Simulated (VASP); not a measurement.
# CsPbBr3 (I4/mcm) in VASP: relaxation of cell and atoms with PBEsol

Aim: the relaxation of cell and atoms of CsPbBr3 with PBEsol.

Program: VASP 6.6.1. These are calculated values, not measurements. Logs are shortened: lines on timing, memory, paths and dates and some standing lists are left out, and cuts for length are marked.

### 1 The cell of the first run

It takes space group I4/mcm (No. 140, tetragonal). The conventional cell has a = 8.198 Å, b = 8.198 Å, c = 12.086 Å, α = 90.00°, β = 90.00°, γ = 90.00°. Within 4.9 Å of Cs (site symmetry -42m) lie 12 Br at 3.70 to 4.74 Å. Within 3.9 Å of Pb (site symmetry 4/m) lie 6 Br at 3.00 to 3.02 Å. Br (site symmetry 422) has 2 Pb at 3.02 Å within 4.0 Å. Br (site symmetry m2m) has 2 Pb at 3.00 Å and 2 Cs at 3.70 Å within 3.9 Å.

### 2 Relaxation of cell and atoms, PBEsol

INCAR reads:

```
  ALGO = Normal
  EDIFF = 1E-7
  EDIFFG = -0.005
  ENCUT = 500
  GGA = PS
  GGA_COMPAT = F
  IBRION = 2
  ISIF = 3
  ISMEAR = 0
  KPAR = 4
  LASPH = T
  LCHARG = F
  LREAL = F
  LWAVE = F
  NELM = 120
  NELMIN = 4
  NSW = 100
  PREC = Accurate
  SIGMA = 0.02
```

KPOINTS reads:

```
k-points
0
Gamma
  6 6 6
```

POSCAR reads:

```
CsPbBr3
1.0
   -4.0990709350      4.0990709350      6.0429128800
    4.0990709350     -4.0990709350      6.0429128800
    4.0990709350      4.0990709350     -6.0429128800
Cs Pb Br
2 2 6
Direct
    0.7500000000      0.2500000000      0.5000000000
    0.2500000000      0.7500000000      0.5000000000
    0.0000000000      0.0000000000      0.0000000000
    0.5000000000      0.5000000000      0.0000000000
    0.2500000000      0.2500000000      0.0000000000
    0.7500000000      0.7500000000      0.0000000000
    0.6845199200      0.1845199200      0.8690398400
    0.3154800800      0.8154800800      0.1309601600
    0.1845199200      0.3154800800      0.5000000000
    0.8154800800      0.6845199200      0.5000000000
```

Potentials or basis: VASP PAW PBE potentials, release 64 (Cs_sv, Pb_d, Br).

On the command line:

```sh
$ cat potpaw_PBE.64/Cs_sv/POTCAR potpaw_PBE.64/Pb_d/POTCAR potpaw_PBE.64/Br/POTCAR > POTCAR
$ mpirun -np 4 vasp_std > vasp.out
```

OUTCAR:

```text
EDIFF = 1E-7
   EDIFFG = -0.005
   ENCUT = 500
   GGA = PS
   IBRION = 2
   ISIF = 3
   ISMEAR = 0
   LASPH = T
   LREAL = F
   NELM = 120
   NELMIN = 4
   NSW = 100
   PREC = Accurate

 ion  position               nearest neighbor table
   1  0.750  0.250  0.500-
   2  0.250  0.750  0.500-
   3  0.000  0.000  0.000-   7 3.00   8 3.00   9 3.00  10 3.00   5 3.02   6 3.02
   4  0.500  0.500  0.000-   7 3.00   8 3.00  10 3.00   9 3.00   5 3.02   6 3.02
   5  0.250  0.250  0.000-   3 3.02   4 3.02
   6  0.750  0.750  0.000-   3 3.02   4 3.02
   7  0.685  0.185  0.869-   3 3.00   4 3.00
   8  0.315  0.815  0.131-   3 3.00   4 3.00
   9  0.185  0.315  0.500-   4 3.00   3 3.00
  10  0.815  0.685  0.500-   3 3.00   4 3.00

  LATTYP: Found a body centered tetragonal cell.
 ALAT       =     8.1981418700
 C/A-ratio  =     1.4742152492

  Lattice vectors:

 A1 = (  -4.0990709350,   4.0990709350,   6.0429128800)
 A2 = (   4.0990709350,  -4.0990709350,   6.0429128800)
 A3 = (   4.0990709350,   4.0990709350,  -6.0429128800)

Analysis of symmetry for initial positions (statically):
=====================================================================
 Subroutine PRICEL returns:
 Original cell was already a primitive cell.

 Routine SETGRP: Setting up the symmetry group for a
 body centered tetragonal supercell.

 Subroutine GETGRP returns: Found 16 space group operations
 (whereof  8 operations were pure point group operations)
 out of a pool of 16 trial point group operations.

The static configuration has the point symmetry C_4h.
 The point group associated with its full space group is D_4h.

Analysis of symmetry for dynamics (positions and initial velocities):
=====================================================================
 Subroutine PRICEL returns:
 Original cell was already a primitive cell.

 Routine SETGRP: Setting up the symmetry group for a
 body centered tetragonal supercell.

 Subroutine GETGRP returns: Found 16 space group operations
 (whereof  8 operations were pure point group operations)
 out of a pool of 16 trial point group operations.

The dynamic configuration has the point symmetry C_4h.
 The point group associated with its full space group is D_4h.

 Subroutine INISYM returns: Found 16 space group operations
 (whereof  8 operations are pure point group operations),
 and found     1 'primitive' translations

----------------------------------------------------------------------------------------

                                     Primitive cell

  volume of cell :     406.1413

  direct lattice vectors                    reciprocal lattice vectors
    -4.099070935  4.099070935  6.042912880     0.000000000  0.121978860  0.082741554
     4.099070935 -4.099070935  6.042912880     0.121978860  0.000000000  0.082741554
     4.099070935  4.099070935 -6.042912880     0.121978860  0.121978860  0.000000000

  length of vectors
     8.373861781  8.373861781  8.373861781     0.147394053  0.147394053  0.172504158

  position of ions in fractional coordinates (direct lattice)
     0.750000000  0.250000000  0.500000000
     0.250000000  0.750000000  0.500000000
     0.000000000  0.000000000  0.000000000
     0.500000000  0.500000000  0.000000000
     0.250000000  0.250000000  0.000000000
     0.750000000  0.750000000  0.000000000
     0.684519920  0.184519920  0.869039840
     0.315480080  0.815480080  0.130960160
     0.184519920  0.315480080  0.500000000
     0.815480080  0.684519920  0.500000000

  ion indices of the primitive-cell ions
   primitive index   ion index
                 1           1
                 2           2
                 3           3
                 4           4
                 5           5
                 6           6
                 7           7
                 8           8
                 9           9
                10          10

----------------------------------------------------------------------------------------

 KPOINTS: k-points

Automatic generation of k-mesh.
 Grid dimensions read from file:
 generate k-points for:    6    6    6

 Generating k-lattice:

  Cartesian coordinates                     Fractional coordinates (reciprocal lattice)
     0.000000000  0.020329810  0.013790259     0.166666667  0.000000000  0.000000000
     0.020329810  0.000000000  0.013790259     0.000000000  0.166666667  0.000000000
     0.020329810  0.020329810  0.000000000     0.000000000  0.000000000  0.166666667

  Length of vectors
     0.024565676  0.024565676  0.028750693

  Shift w.r.t. Gamma in fractional coordinates (k-lattice)
     0.000000000  0.000000000  0.000000000

 Subroutine IBZKPT returns following result:
 ===========================================

 Found     30 irreducible k-points:

 Following reciprocal coordinates:
            Coordinates               Weight
  0.000000  0.000000  0.000000      1.000000
  0.166667  0.000000  0.000000      8.000000
  0.333333 -0.000000  0.000000      8.000000
  0.500000  0.000000 -0.000000      4.000000
  0.166667  0.166667  0.000000      8.000000
  0.333333  0.166667  0.000000     16.000000
[... 16 lines left out ...]
 -0.333333 -0.333333  0.166667      8.000000
 -0.166667 -0.333333  0.166667      8.000000
 [... further k-points ...]
   k-points           NKPTS =     30   k-points in BZ     NKDIM =     30   number of bands    NBANDS=     52
   number of dos      NEDOS =    301   number of ions     NIONS =     10
   total plane-waves  NPLWV = 262144
   dimension x,y,z NGX =    64 NGY =   64 NGZ =   64
   dimension x,y,z NGXF=   128 NGYF=  128 NGZF=  128
   ions per type =               2   2   6
   NGX,Y,Z   is equivalent  to a cutoff of  12.71, 12.71, 12.71 a.u.
   NGXF,Y,Z  is equivalent  to a cutoff of  25.41, 25.41, 25.41 a.u.
 SYSTEM =  unknown system
   PREC   = accura    normal or accurate (medium, high low for compatibility)
   ISTART =      0    job   : 0-new  1-cont  2-samecut
   ICHARG =      2    charge: 1-file 2-atom 10-const
   ISPIN  =      1    spin polarized calculation?
   LNONCOLLINEAR =      F non collinear calculations
   LSORBIT =      F    spin-orbit coupling
   LASPH  =      T    aspherical Exc in radial PAW
   ENCUT  =  500.0 eV  36.75 Ry    6.06 a.u.  15.27 15.27 15.27*2*pi/ulx,y,z
   NELM   =    120;   NELMIN=  4; NELMDL= -5     # of ELM steps
   EDIFF  = 0.1E-06   stopping-criterion for ELM
   LREAL  =      F    real-space projection
   EDIFFG = -.5E-02   stopping-criterion for IOM
   NSW    =    100    number of steps for IOM
   IBRION =      2    ionic relax: 0-MD 1-quasi-New 2-CG
   NFREE  =      1    steps in history (QN), initial steepest desc. (CG)
   ISIF   =      3    stress and relaxation
   ISYM   =      2    0-nonsym 1-usesym 2-fastsym
   POTIM  = 0.5000    time-step for ionic-motion
   TEBEG  =    0.0;   TEEND  =   0.0 temperature during run
   PSTRESS=    0.0 pullay stress
   NELECT =      88.0000    total number of electrons
   NUPDOWN=      -1.0000    fix difference up-down
   EMIN   =  10.00;   EMAX   =-10.00  energy-range for DOS
   EFERMI =   0.00;   METHOD = LEGACY
   ISMEAR =     0;   SIGMA  =   0.02  broadening in eV -4-tet -1-fermi 0-gaus
   EFERMI_NEDOS =   21; number of points for ismear=-14 and -15
   IALGO  =     38    algorithm
   IMIX   =      4    mixing-type and parameters
     AMIX     =   0.40;   BMIX     =  1.00
     AMIX_MAG =   1.60;   BMIX_MAG =  1.00
  volume/ion in A,a.u.               =      40.61       274.08
  Fermi-wavevector in a.u.,A,eV,Ry     =   0.983279  1.858127 13.154618  0.966837
  Thomas-Fermi vector in A             =   2.114425
   LORBIT       =      0    0 simple, 1 ext, 2 COOP (PROOUT), +10 PAW based schemes
   GGA     = PS    functional components
   LHFCALC =     F    Hartree Fock is set to
   AEXX    =    0.0000 exact exchange contribution
   IVDW    =     0    specifies the selected vdW correction
   LEPSILON=     F    determine dielectric tensor
   LRPA    =     F    only Hartree local field effects (RPA)
 conjugate gradient relaxation of ions
 non-spin polarized calculation
 Gauss-broadening in eV      SIGMA  =   0.02
  energy-cutoff  :      500.00
  volume of cell :      406.14
 maximum number of plane-waves:     10338
 NGX is ok and might be reduce to    64
   NGX = 31   NGY = 31   NGZ = 31

--------------------------------------- Ionic step        1  -------------------------------------------

 number of electron      87.9999993 magnetization

 Free energy of the ion-electron system (eV)
  ---------------------------------------------------
  ext. energy  EPLUGINS =         0.00000000
  ---------------------------------------------------
  free energy    TOTEN  =       -33.74313611 eV

  energy without entropy =      -33.74313611  energy(sigma->0) =      -33.74313611

------------------------ aborting loop because EDIFF is reached ----------------------------------------

  FORCE on cell =-STRESS in cart. coord.  units (eV):
  Direction    XX          YY          ZZ          XY          YZ          ZX
  --------------------------------------------------------------------------------------
  -------------------------------------------------------------------------------------
  Total       -1.6929840     -1.6929840     -2.2537519      0.0000000     -0.0000000     -0.0000000
  in kB       -6.6786126     -6.6786126     -8.8907724      0.0000000     -0.0000000     -0.0000000
  external PRESSURE =      -7.4159992 kB  Pullay stress =       0.0000000 kB
[... 73 lines left out ...]
  energy  without entropy=      -33.7756857233  energy(sigma->0) =      -33.77568572

--------------------------------------- Ionic step        3  -------------------------------------------

 number of electron      88.0000002 magnetization

 Free energy of the ion-electron system (eV)
  ---------------------------------------------------
  ext. energy  EPLUGINS =         0.00000000
  ---------------------------------------------------
  free energy    TOTEN  =       -33.77742433 eV

  energy without entropy =      -33.77742433  energy(sigma->0) =      -33.77742433

 E-fermi :   1.1540     XC(G=0):  -7.9643

 val. band max:        1.0330037629   @ k =   0.0000   0.0000   0.0000
 cond. band min:       2.6721403249   @ k =   0.0000   0.0000   0.0000
 fundamental gap:      1.6391365621
 Fermi energy:         1.1540155840

 k-point     1 :       0.0000    0.0000    0.0000
  band No.  band energies     occupation
      1     -19.8133      2.00000
      2     -19.8084      2.00000
      3     -15.5599      2.00000
      4     -15.5586      2.00000
      5     -15.4711      2.00000
      6     -15.4643      2.00000
[... 1309 lines left out ...]
     51       6.1244      0.00000
     52       6.1463      0.00000

 [... further k-points ...]
[... 5 lines left out ...]
  --------------------------------------------------------------------------------------
  -------------------------------------------------------------------------------------
  Total        0.0319842      0.0319842     -0.0494116      0.0000000      0.0000000      0.0000000
  in kB        0.1306793      0.1306793     -0.2018830      0.0000000      0.0000000      0.0000000
  external PRESSURE =       0.0198252 kB  Pullay stress =       0.0000000 kB
[... 25 lines left out ...]
  FREE ENERGIE OF THE ION-ELECTRON SYSTEM (eV)
  ---------------------------------------------------
  free  energy   TOTEN  =       -33.7774243344 eV

  energy  without entropy=      -33.7774243344  energy(sigma->0) =      -33.77742433

 reached required accuracy - stopping structural energy minimisation
```

Wall time 6.9 min (4 MPI ranks of AMD EPYC 9R45 (Zen 5), shared host); peak memory 0.96 GiB.

Results:

```
Free energy                            : -33.7774 eV
Relaxed volume                         : 39.21 Å³/atom
Relaxed cell                           : a = 8.271 Å, b = 8.271 Å, c = 8.271 Å, α = 121.27°, β = 121.27°, γ = 87.82°
Space group after relaxing (to 0.05 Å) : I4/mcm (No. 140)
Energy gained by relaxing              : 3.4 meV/atom
Ionic steps                            : 3
Pressure after relaxing                : 0.0 GPa
Band gap on the k mesh                 : 1.64 eV, direct
```

The path:
```csv
step,energy change (eV),largest force (eV/Å),pressure (GPa),volume (Å³)
1,0.0000,0.0245,-0.74,406.14
2,-0.0325,0.0041,-0.17,395.19
3,-0.0343,0.0014,0.00,392.14
```

Final structure:
```yaml
crystal:
  lattice:
    - [-4.05615, 4.05615, 5.95869]
    - [4.05615, -4.05615, 5.95869]
    - [4.05615, 4.05615, -5.95869]
  atoms:
    - { symbol: Cs, position: [0.75000, 0.25000, 0.50000] }
    - { symbol: Cs, position: [0.25000, 0.75000, 0.50000] }
    - { symbol: Pb, position: [0.00000, 0.00000, 0.00000] }
    - { symbol: Pb, position: [0.50000, 0.50000, 0.00000] }
    - { symbol: Br, position: [0.25000, 0.25000, 0.00000] }
    - { symbol: Br, position: [0.75000, 0.75000, 0.00000] }
    - { symbol: Br, position: [0.68465, 0.18465, 0.86930] }
    - { symbol: Br, position: [0.31535, 0.81535, 0.13070] }
    - { symbol: Br, position: [0.18465, 0.31535, 0.50000] }
    - { symbol: Br, position: [0.81535, 0.68465, 0.50000] }
```

Caveat: the PAW data sets were made with another functional, which shifts forces and pressure a little; spin-orbit coupling is left out, which moves the levels of the heavy elements. A k mesh can miss the band edges.
